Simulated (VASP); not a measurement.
# Tl (Pm-3n) in VASP: notebook

Tl is run at these levels: BLYP; tasks: single point, relaxation of cell and atoms.

All numbers are computed with VASP 6.6.1; they aren't measurements. Logs are shortened: lines on timing, memory, paths and dates and some standing lists are left out, and cuts for length are marked.

## (1) The cell of the first run

Symmetry: Pm-3n, No. 223, cubic system. Conventional cell: a = 6.590 Å, b = 6.590 Å, c = 6.590 Å, α = 90.00°, β = 90.00°, γ = 90.00°. Within 4.8 Å of Tl (site symmetry m-3) lie 12 Tl at 3.68 Å. Tl (site symmetry -4m2) has 14 Tl at 3.30 to 4.04 Å within 4.3 Å.

## (2) Single point, BLYP

INCAR

```
AGGAC = 1.0 ; AGGAX = 1.0
ALDAC = 0.0 ; ALDAX = 1.0
ALGO = Normal ; EDIFF = 1E-6
ENCUT = 520 ; GGA = B5
ISIF = 2 ; ISMEAR = -1
LASPH = True ; LCHARG = False
LREAL = False ; LWAVE = False
NBANDS = 62 ; NELM = 80
PREC = Accurate ; SIGMA = 0.1
```

KPOINTS

```
k-points
0
Gamma
  4 4 4
```

POSCAR

```
Tl
1.0
    6.5902331703      0.0000000000      0.0000000000
    0.0000000000      6.5902331703      0.0000000000
    0.0000000000      0.0000000000      6.5902331703
Tl
8
Direct
    1.0000000000      0.0000000000      1.0000000000
    0.5000000000      0.5000000000      0.5000000000
    0.2500000000      1.0000000000      0.5000000000
    0.7500000000      0.0000000000      0.5000000000
    0.5000000000      0.2500000000      0.0000000000
    0.5000000000      0.7500000000      0.0000000000
    0.0000000000      0.5000000000      0.2500000000
    0.0000000000      0.5000000000      0.7500000000
```

Potentials or basis: VASP PAW PBE potentials, release 64 (Tl_d).

Command:

```sh
cat potpaw_PBE.64/Tl_d/POTCAR > POTCAR
mpirun -np 1 vasp_std > vasp.out
```

OUTCAR:

```text
EDIFF = 1E-6
   ENCUT = 520
   GGA = B5
   ISIF = 2
   ISMEAR = -1
   LASPH = True
   LREAL = False
   NELM = 80
   PREC = Accurate

 ion  position               nearest neighbor table
   1  0.000  0.000  0.000-   3 3.68   4 3.68   5 3.68   6 3.68   7 3.68   8 3.68   3 3.68   4 3.68
                             7 3.68   8 3.68   5 3.68   6 3.68
   2  0.500  0.500  0.500-   3 3.68   4 3.68   5 3.68   6 3.68   7 3.68   8 3.68   5 3.68   6 3.68
                             3 3.68   4 3.68   7 3.68   8 3.68
   3  0.250  0.000  0.500-   4 3.30   4 3.30   1 3.68   1 3.68   2 3.68   2 3.68   8 4.04   5 4.04
                             5 4.04   6 4.04   6 4.04   7 4.04   8 4.04   7 4.04
   4  0.750  0.000  0.500-   3 3.30   3 3.30   1 3.68   1 3.68   2 3.68   2 3.68   8 4.04   5 4.04
                             5 4.04   6 4.04   6 4.04   7 4.04   8 4.04   7 4.04
   5  0.500  0.250  0.000-   6 3.30   6 3.30   1 3.68   2 3.68   2 3.68   1 3.68   8 4.04   4 4.04
                             3 4.04   4 4.04   3 4.04   7 4.04   7 4.04   8 4.04
   6  0.500  0.750  0.000-   5 3.30   5 3.30   1 3.68   2 3.68   2 3.68   1 3.68   8 4.04   4 4.04
                             3 4.04   4 4.04   3 4.04   7 4.04   7 4.04   8 4.04
   7  0.000  0.500  0.250-   8 3.30   8 3.30   1 3.68   2 3.68   1 3.68   2 3.68   3 4.04   4 4.04
                             5 4.04   3 4.04   4 4.04   6 4.04   5 4.04   6 4.04
   8  0.000  0.500  0.750-   7 3.30   7 3.30   1 3.68   2 3.68   1 3.68   2 3.68   3 4.04   4 4.04
                             5 4.04   3 4.04   4 4.04   6 4.04   5 4.04   6 4.04

  LATTYP: Found a simple cubic cell.
 ALAT       =     6.5902331703

  Lattice vectors:

 A1 = (   6.5902331703,   0.0000000000,   0.0000000000)
 A2 = (   0.0000000000,   6.5902331703,   0.0000000000)
 A3 = (   0.0000000000,   0.0000000000,   6.5902331703)

Analysis of symmetry for initial positions (statically):
=====================================================================
 Subroutine PRICEL returns:
 Original cell was already a primitive cell.

 Routine SETGRP: Setting up the symmetry group for a
 simple cubic supercell.

 Subroutine GETGRP returns: Found 48 space group operations
 (whereof 24 operations were pure point group operations)
 out of a pool of 48 trial point group operations.

The static configuration has the point symmetry T_h .
 The point group associated with its full space group is O_h .

Analysis of symmetry for dynamics (positions and initial velocities):
=====================================================================
 Subroutine PRICEL returns:
 Original cell was already a primitive cell.

 Routine SETGRP: Setting up the symmetry group for a
 simple cubic supercell.

 Subroutine GETGRP returns: Found 48 space group operations
 (whereof 24 operations were pure point group operations)
 out of a pool of 48 trial point group operations.

The dynamic configuration has the point symmetry T_h .
 The point group associated with its full space group is O_h .

 Subroutine INISYM returns: Found 48 space group operations
 (whereof 24 operations are pure point group operations),
 and found     1 'primitive' translations

----------------------------------------------------------------------------------------

                                     Primitive cell

  volume of cell :     286.2216

  direct lattice vectors                    reciprocal lattice vectors
     6.590233170  0.000000000  0.000000000     0.151739699  0.000000000  0.000000000
     0.000000000  6.590233170  0.000000000     0.000000000  0.151739699  0.000000000
     0.000000000  0.000000000  6.590233170     0.000000000  0.000000000  0.151739699

  length of vectors
     6.590233170  6.590233170  6.590233170     0.151739699  0.151739699  0.151739699

  position of ions in fractional coordinates (direct lattice)
     0.000000000  0.000000000  0.000000000
     0.500000000  0.500000000  0.500000000
     0.250000000  0.000000000  0.500000000
     0.750000000  0.000000000  0.500000000
     0.500000000  0.250000000  0.000000000
     0.500000000  0.750000000  0.000000000
     0.000000000  0.500000000  0.250000000
     0.000000000  0.500000000  0.750000000

  ion indices of the primitive-cell ions
   primitive index   ion index
                 1           1
                 2           2
                 3           3
                 4           4
                 5           5
                 6           6
                 7           7
                 8           8

----------------------------------------------------------------------------------------

 KPOINTS: k-points

Automatic generation of k-mesh.
 Grid dimensions read from file:
 generate k-points for:    4    4    4

 Generating k-lattice:

  Cartesian coordinates                     Fractional coordinates (reciprocal lattice)
     0.037934925  0.000000000  0.000000000     0.250000000  0.000000000  0.000000000
     0.000000000  0.037934925  0.000000000     0.000000000  0.250000000  0.000000000
     0.000000000  0.000000000  0.037934925     0.000000000  0.000000000  0.250000000

  Length of vectors
     0.037934925  0.037934925  0.037934925

  Shift w.r.t. Gamma in fractional coordinates (k-lattice)
     0.000000000  0.000000000  0.000000000

 Subroutine IBZKPT returns following result:
 ===========================================

 Found     10 irreducible k-points:

 Following reciprocal coordinates:
            Coordinates               Weight
  0.000000  0.000000  0.000000      1.000000
  0.250000  0.000000  0.000000      6.000000
  0.500000  0.000000  0.000000      3.000000
  0.250000  0.250000  0.000000     12.000000
  0.500000  0.250000  0.000000     12.000000
  0.500000  0.500000  0.000000      3.000000
  0.250000  0.250000  0.250000      8.000000
  0.500000  0.250000  0.250000     12.000000
  0.500000  0.500000  0.250000      6.000000
  0.500000  0.500000  0.500000      1.000000
   k-points           NKPTS =     10   k-points in BZ     NKDIM =     10   number of bands    NBANDS=     62
   number of dos      NEDOS =    301   number of ions     NIONS =      8
   total plane-waves  NPLWV = 125000
   dimension x,y,z NGX =    50 NGY =   50 NGZ =   50
   dimension x,y,z NGXF=   100 NGYF=  100 NGZF=  100
   ions per type =               8
[... 35 lines left out ...]
  Thomas-Fermi vector in A             =   2.304693
   LORBIT       =      0    0 simple, 1 ext, 2 COOP (PROOUT), +10 PAW based schemes
   GGA     = B5    functional components
   LHFCALC =     F    Hartree Fock is set to
   AEXX    =    0.0000 exact exchange contribution
   IVDW    =     0    specifies the selected vdW correction
   LEPSILON=     F    determine dielectric tensor
   LRPA    =     F    only Hartree local field effects (RPA)
 non-spin polarized calculation
  energy-cutoff  :      520.00
  volume of cell :      286.22
 maximum number of plane-waves:      7809
 NGX is ok and might be reduce to    50
   NGX = 25   NGY = 25   NGZ = 25

 number of electron     104.0000011 magnetization

 Free energy of the ion-electron system (eV)
  ---------------------------------------------------
  ext. energy  EPLUGINS =         0.00000000
  ---------------------------------------------------
  free energy    TOTEN  =       -13.71499198 eV

  energy without entropy =      -13.57476417  energy(sigma->0) =      -13.64487808

 E-fermi :   4.9913     XC(G=0):  -8.5774

 val. band max:        4.9773864213   @ k =   0.5000   0.5000   0.2500
 cond. band min:       5.1246723328   @ k =   0.5000   0.0000   0.0000
 fundamental gap:      0.1472859116
 Fermi energy:         4.9912933392

 k-point     1 :       0.0000    0.0000    0.0000
  band No.  band energies     occupation
      1      -6.7978      2.00000
      2      -6.7978      2.00000
      3      -6.7959      2.00000
      4      -6.6015      2.00000
      5      -6.6015      2.00000
      6      -6.6015      2.00000
[... 54 lines left out ...]
     61       8.8857      0.00000
     62       8.8857      0.00000

 k-point     2 :       0.2500    0.0000    0.0000
  band No.  band energies     occupation
      1      -6.7955      2.00000
      2      -6.7943      2.00000
      3      -6.6977      2.00000
      4      -6.6312      2.00000
      5      -6.5822      2.00000
      6      -6.5822      2.00000
[... 54 lines left out ...]
     61       8.2540      0.00000
     62       8.2540      0.00000

 k-point     3 :       0.5000    0.0000    0.0000
  band No.  band energies     occupation
      1      -6.7926      2.00000
      2      -6.7926      2.00000
      3      -6.6303      2.00000
      4      -6.6303      2.00000
      5      -6.5650      2.00000
      6      -6.5650      2.00000
[... 54 lines left out ...]
     61       8.5170      0.00000
     62       8.5170      0.00000

 k-point     4 :       0.2500    0.2500    0.0000
  band No.  band energies     occupation
      1      -6.7929      2.00000
      2      -6.6959      2.00000
      3      -6.6947      2.00000
      4      -6.6212      2.00000
      5      -6.6082      2.00000
      6      -6.5565      2.00000
[... 54 lines left out ...]
     61       8.3958      0.00000
     62       8.7133      0.00000

 k-point     5 :       0.5000    0.2500    0.0000
  band No.  band energies     occupation
      1      -6.7908      2.00000
      2      -6.6928      2.00000
      3      -6.6314      2.00000
      4      -6.6161      2.00000
      5      -6.5816      2.00000
      6      -6.5460      2.00000
[... 54 lines left out ...]
     61       8.5028      0.00000
     62       8.7308      0.00000

 k-point     6 :       0.5000    0.5000    0.0000
  band No.  band energies     occupation
      1      -6.7888      2.00000
      2      -6.6350      2.00000
      3      -6.6350      2.00000
      4      -6.5501      2.00000
      5      -6.5501      2.00000
      6      -6.5495      2.00000
[... 54 lines left out ...]
     61       8.3788      0.00000
     62       8.8009      0.00000

 k-point     7 :       0.2500    0.2500    0.2500
  band No.  band energies     occupation
      1      -6.6937      2.00000
      2      -6.6930      2.00000
      3      -6.6930      2.00000
      4      -6.5957      2.00000
      5      -6.5957      2.00000
      6      -6.5716      2.00000
[... 54 lines left out ...]
     61       8.9244      0.00000
     62       9.2490      0.00000

 k-point     8 :       0.5000    0.2500    0.2500
  band No.  band energies     occupation
      1      -6.6912      2.00000
      2      -6.6912      2.00000
      3      -6.6027      2.00000
      4      -6.6027      2.00000
      5      -6.5664      2.00000
      6      -6.5664      2.00000
[... 54 lines left out ...]
     61       8.3947      0.00000
     62       8.3947      0.00000

 k-point     9 :       0.5000    0.5000    0.2500
  band No.  band energies     occupation
      1      -6.6894      2.00000
      2      -6.6040      2.00000
      3      -6.6040      2.00000
      4      -6.5417      2.00000
      5      -6.5417      2.00000
      6      -6.5369      2.00000
[... 54 lines left out ...]
     61       8.3160      0.00000
     62       8.4159      0.00000

 k-point    10 :       0.5000    0.5000    0.5000
  band No.  band energies     occupation
      1      -6.5556      2.00000
      2      -6.5556      2.00000
      3      -6.5556      2.00000
      4      -6.5556      2.00000
      5      -6.5453      2.00000
      6      -6.5453      2.00000
[... 54 lines left out ...]
     61       8.5615      0.00000
     62       8.5615      0.00000

------------------------ aborting loop because EDIFF is reached ----------------------------------------

  FORCE on cell =-STRESS in cart. coord.  units (eV):
  Direction    XX          YY          ZZ          XY          YZ          ZX
  --------------------------------------------------------------------------------------
  -------------------------------------------------------------------------------------
  Total        0.0334363      0.0334363      0.0334363      0.0000000      0.0000000      0.0000000
  in kB        0.1871655      0.1871655      0.1871655      0.0000000      0.0000000      0.0000000
  external PRESSURE =       0.1871655 kB  Pullay stress =       0.0000000 kB

 VOLUME and BASIS-vectors are now :
 -----------------------------------------------------------------------------
  energy-cutoff  :      520.00
  volume of cell :      286.22
      direct lattice vectors                 reciprocal lattice vectors
     6.590233170  0.000000000  0.000000000     0.151739699  0.000000000  0.000000000
     0.000000000  6.590233170  0.000000000     0.000000000  0.151739699  0.000000000
     0.000000000  0.000000000  6.590233170     0.000000000  0.000000000  0.151739699

 POSITION                                       TOTAL-FORCE (eV/Angst)
 -----------------------------------------------------------------------------------
      0.00000      0.00000      0.00000        -0.000000      0.000000     -0.000000
      3.29512      3.29512      3.29512        -0.000000      0.000000     -0.000000
      1.64756      0.00000      3.29512        -0.000000     -0.000000      0.000000
      4.94267      0.00000      3.29512         0.000000     -0.000000     -0.000000
      3.29512      1.64756      0.00000        -0.000000      0.000000      0.000000
      3.29512      4.94267      0.00000         0.000000     -0.000000     -0.000000
      0.00000      3.29512      1.64756        -0.000000      0.000000      0.000000
      0.00000      3.29512      4.94267         0.000000     -0.000000     -0.000000
 -----------------------------------------------------------------------------------
    total drift:                                0.000000     -0.000000     -0.000000

  FREE ENERGIE OF THE ION-ELECTRON SYSTEM (eV)
  ---------------------------------------------------
  free  energy   TOTEN  =       -13.7149919805 eV

  energy  without entropy=      -13.5747641719  energy(sigma->0) =      -13.64487808
```

It took 2.5 min on 1 thread of AMD EPYC 9R45 (Zen 5), shared host; peak memory 0.36 GiB.

Results:

* Free energy: -13.7150 eV
* Pressure: 0.0 GPa
* Band gap on the k mesh: zero (bands 52 and 53 overlap by 1.85 eV)

Levels at points of the mesh, in eV from the Fermi level:
| k point | band 50 | band 51 | band 52 | band 53 | band 54 | band 55 |
| --- | --- | --- | --- | --- | --- | --- |
| (0.00, 0.00, 0.00) | -1.13 | -1.13 | -0.68 | -0.68 | 0.68 | 0.68 |
| (0.50, 0.00, 0.00) | -1.60 | -0.60 | -0.60 | 0.13 | 0.13 | 1.34 |
| (0.50, 0.50, 0.00) | -0.84 | -0.84 | -0.16 | 0.98 | 1.37 | 1.65 |
| (0.50, 0.50, 0.50) | 1.17 | 1.17 | 1.17 | 1.17 | 1.17 | 1.48 |

Caveat: the PAW data sets were made with another functional, which shifts forces and pressure a little; spin-orbit coupling is left out, which moves the levels of the heavy elements.

## (3) Single point, BLYP

INCAR

```
PREC     = Accurate       # precision mode
ENCUT    = 520            # plane-wave cutoff, eV
EDIFF    = 1E-6           # SCF threshold, eV
ISMEAR   = -1             # smearing method
SIGMA    = 0.1            # smearing width, eV
LREAL    = False          # projectors in reciprocal space
LASPH    = True           # aspherical terms in the spheres
NELM     = 60             # most SCF steps
ALGO     = Normal         # electronic algorithm
ISIF     = 2              # what is computed and relaxed
LWAVE    = False          # write WAVECAR
LCHARG   = True           # write CHGCAR
GGA      = B5             # functional
ALDAX    = 1.0          
AGGAX    = 1.0          
AGGAC    = 1.0          
ALDAC    = 0.0          
LELF     = True           # ELF
LVHAR    = True         
NBANDS   = 62             # bands
```

KPOINTS

```
regular mesh
0
Gamma
  5 5 5
```

POSCAR is that of step 2.

Potentials or basis: VASP PAW PBE potentials, release 64 (Tl_d).

Command:

```sh
cat potpaw_PBE.64/Tl_d/POTCAR > POTCAR
mpirun -np 1 vasp_std > vasp.out
```

It took 2.7 min on 1 thread of AMD EPYC 9R45 (Zen 5), shared host; peak memory 0.36 GiB.

The run converged. Its results:

| Item | Value |
| --- | --- |
| Free energy | -13.5529 eV |
| Pressure | 0.2 GPa |
| Band gap on the k mesh | zero (bands 52 and 53 overlap by 1.51 eV) |

Levels at points of the mesh, in eV from the Fermi level:
| k point | band 50 | band 51 | band 52 | band 53 | band 54 | band 55 |
| --- | --- | --- | --- | --- | --- | --- |
| (0.00, 0.00, 0.00) | -1.23 | -1.23 | -0.77 | -0.77 | 0.58 | 0.58 |

Caveat: the PAW data sets were made with another functional, which shifts forces and pressure a little; spin-orbit coupling is left out, which moves the levels of the heavy elements.

## (4) Relaxation of cell and atoms, BLYP

This run uses another cell than the first one, of 28.04 Å³/atom.

INCAR

```
PREC = Accurate
ENCUT = 600
EDIFF = 1E-7
ISMEAR = -1
SIGMA = 0.1
LREAL = False
LASPH = True
NELM = 60
ALGO = Normal
ISIF = 3
LWAVE = False
LCHARG = False
GGA = B5
ALDAX = 1.0
AGGAX = 1.0
AGGAC = 1.0
ALDAC = 0.0
IBRION = 2
NSW = 80
EDIFFG = -0.01
```

KPOINTS

```
regular mesh
0
Gamma
  4 4 4
```

POSCAR

```
Tl
1.0
    6.0758676049      0.0000000000      0.0000000000
    0.0000000000      6.0758676049      0.0000000000
    0.0000000000      0.0000000000      6.0758676049
Tl
8
Direct
    0.0000000000      0.0000000000      0.0000000000
    0.5000000000      0.5000000000      0.5000000000
    0.2500000000      0.0000000000      0.5000000000
    0.7500000000      0.0000000000      0.5000000000
    0.5000000000      0.2500000000      0.0000000000
    0.5000000000      0.7500000000      0.0000000000
    0.0000000000      0.5000000000      0.2500000000
    0.0000000000      0.5000000000      0.7500000000
```

Command:

```sh
cat potpaw_PBE.64/Tl_d/POTCAR > POTCAR
mpirun -np 1 vasp_std > vasp.out
```

Wall time 9.4 min (1 thread of AMD EPYC 9R45 (Zen 5), shared host); peak memory 0.38 GiB.

It converged, with:

- Free energy: -13.6916 eV
- Relaxed volume: 35.84 Å³/atom
- Relaxed cell: a = 6.594 Å, b = 6.594 Å, c = 6.594 Å, α = 90.00°, β = 90.00°, γ = 90.00°
- Space group after relaxing (to 0.1 Å): Pm-3n (No. 223)
- Energy gained by relaxing: 163.4 meV/atom
- Ionic steps: 4
- Pressure after relaxing: 0.0 GPa
- Band gap on the k mesh: zero (bands 52 and 53 overlap by 1.85 eV)

The path:
| step | energy change (eV) | largest force (eV/Å) | pressure (GPa) | volume (Å³) |
| --- | --- | --- | --- | --- |
| 1 | 0.0000 | 0.0000 | 8.74 | 224.30 |
| 2 | -1.2905 | 0.0000 | 0.62 | 277.71 |
| 3 | -1.3057 | 0.0000 | -0.19 | 289.63 |
| 4 | -1.3074 | 0.0000 | -0.01 | 286.71 |

Final structure:
```
Tl
1.0
     6.59395    0.00000    0.00000
     0.00000    6.59395    0.00000
     0.00000    0.00000    6.59395
Tl
8
Cartesian
  0.0000 0.0000 0.0000
  3.2970 3.2970 3.2970
  1.6485 0.0000 3.2970
  4.9455 0.0000 3.2970
  3.2970 1.6485 0.0000
  3.2970 4.9455 0.0000
  0.0000 3.2970 1.6485
  0.0000 3.2970 4.9455
```

Levels at points of the mesh, in eV from the Fermi level:
```
           k point  band 49  band 50  band 51  band 52  band 53  band 54  band 55  band 56
(0.00, 0.00, 0.00)    -1.13    -1.13    -1.13    -0.68    -0.68     0.68     0.68     0.68
(0.50, 0.00, 0.00)    -1.60    -1.60    -0.60    -0.60     0.13     0.13     1.34     1.34
(0.50, 0.50, 0.00)    -1.55    -0.84    -0.84    -0.16     0.97     1.36     1.64     1.64
(0.50, 0.50, 0.50)     1.17     1.17     1.17     1.17     1.17     1.17     1.48     1.48
```

Caveat: the volume moved by over 15 % at a fixed basis, so the end points are rough; the PAW data sets were made with another functional, which shifts forces and pressure a little; spin-orbit coupling is left out, which moves the levels of the heavy elements.

## (5) Overview

| task | cell | k mesh | cutoff (eV) | gap on the mesh (eV) | pressure (GPa) |
| --- | --- | --- | --- | --- | --- |
| single point | a = 6.590 Å, 8 atoms | 4 × 4 × 4 | 520 | none | 0.0 |
| single point | a = 6.590 Å, 8 atoms | 5 × 5 × 5 | 520 | none | 0.2 |
| relaxation of cell and atoms | relaxed from a = 6.076 Å, 8 atoms | 4 × 4 × 4 | 600 | none | 0.0 |

Alike in all rows: level BLYP; potentials or basis VASP PAW PBE potentials, release 64 (Tl_d); no spin polarisation; smearing fermi-dirac 0.1 eV.

Caveats: the PAW data sets were made with another functional, which shifts forces and pressure a little; spin-orbit coupling is left out, which moves the levels of the heavy elements; the volume moved by over 15 % at a fixed basis, so the end points are rough (at least some runs).

Total energies depend on the potentials used, so only differences within one code and one set of settings carry meaning.

The gap in the log of VASP goes by the Fermi energy; the results here count the filled bands.